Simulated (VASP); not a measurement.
# AlCu3: single point with PBEsol

AlCu3:

```
Al Cu
1.0
     3.63187    0.00000    0.00000
     0.00000    3.63187    0.00000
     0.00000    0.00000    3.63187
Al Cu
1 3
Direct
  0.01635 0.00000 0.00000
  0.50892 0.50000 0.00000
  0.50892 0.00000 0.50000
  0.97522 0.50000 0.50000
```

This cell differs from its parent crystal: atoms displaced along a vibrational mode.

```yaml
Program: VASP 6.6.1
Task: single point
Functional: PBEsol
Potentials_or_basis: VASP PAW PBE potentials, release 64 (Al, Cu)
Cutoff: 520 eV
k_mesh: 14 × 14 × 14
Occupations: gaussian, width 0.15 eV
Spin: no spin polarisation
```

```json
{
  "Pressure": "1.2 GPa",
  "Largest force": "0.838 eV/Å",
  "Band gap on the k mesh": "zero (bands 18 and 19 overlap by 5.57 eV)"
}
```

Forces in eV/Å, atoms in the order of the input:
```
Al  -0.234  0.000  0.000
Cu  -0.302  0.000  0.000
Cu  -0.302  0.000  0.000
Cu   0.838  0.000  0.000
```

Levels at points of the mesh, in eV from the Fermi level:
| k point | band 14 | band 15 | band 16 | band 17 | band 18 | band 19 | band 20 | band 21 | band 22 | band 23 |
| --- | --- | --- | --- | --- | --- | --- | --- | --- | --- | --- |
| (0.00, 0.00, 0.00) | -2.09 | -2.09 | -2.09 | -0.31 | -0.31 | -0.25 | 4.35 | 4.39 | 5.09 | 10.55 |
| (0.50, 0.00, 0.00) | -2.89 | -2.89 | -2.51 | -2.09 | 3.68 | 3.68 | 4.01 | 4.01 | 4.76 | 5.93 |
| (0.00, 0.50, 0.00) | -2.89 | -2.88 | -2.51 | -2.08 | 3.72 | 3.79 | 3.90 | 3.92 | 4.83 | 5.96 |
| (0.50, 0.50, 0.00) | -2.90 | -2.86 | -2.77 | -2.39 | -1.22 | -1.22 | 6.28 | 6.45 | 6.52 | 7.01 |
| (0.00, 0.50, 0.50) | -2.92 | -2.88 | -2.71 | -2.36 | -1.23 | -1.23 | 6.36 | 6.36 | 6.38 | 6.99 |
| (0.50, 0.50, 0.50) | -2.99 | -2.78 | -2.24 | -2.24 | -2.24 | -1.48 | 1.32 | 1.74 | 1.74 | 1.75 |

Run time: 14 min on 1 thread of AMD EPYC 7R13, with other jobs on the host, peak memory 0.39 GiB.

Caveat: the cell differs from its parent crystal (atoms displaced along a vibrational mode); the PAW data sets were made with another functional, which shifts forces and pressure a little.
